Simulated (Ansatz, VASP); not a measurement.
**TaC: VASP beside Ansatz**

```
Ta C
1.0
     0.00000    2.23772    2.23772
     2.23772    0.00000    2.23772
     2.23772    2.23772    0.00000
Ta C
1 1
Direct
  0.00000 0.00000 0.00000
  0.50000 0.50000 0.50000
```

Alike in both runs: functional PBE; k mesh 16 × 16 × 16; occupations gaussian, width 0.1 eV; no spin polarisation.

Ansatz relaxed the structure, and its values are those at the end. VASP's run is a single point on that final structure, the one shown.

```csv
,VASP,Ansatz
version,VASP 6.6.1,Ansatz 0.2.0
potentials or method,"VASP PAW PBE potentials, release 64 (Ta_pv, C), cutoff 600 eV","scalar-relativistic, plane waves, PAW"
valence electrons in the cell,15,17
```

Ansatz gave:

| Property | Result |
| --- | --- |
| gap on the k mesh at the Fermi level (eV) | none |
| pressure (GPa) | 0.0 |

Q: What did VASP give for the same quantities?

A: gap on the k mesh at the Fermi level (eV): none; pressure (GPa): 0.6.

A gap of «none» marks a metal or a gap that the smearing closes. With one functional, cell and mesh, what is left measures potentials, basis and numerics. VASP's potentials hold 15 valence electrons a cell and Ansatz's 17, so a difference there can come from the potentials and not from the codes.

Spin-orbit coupling is off throughout.
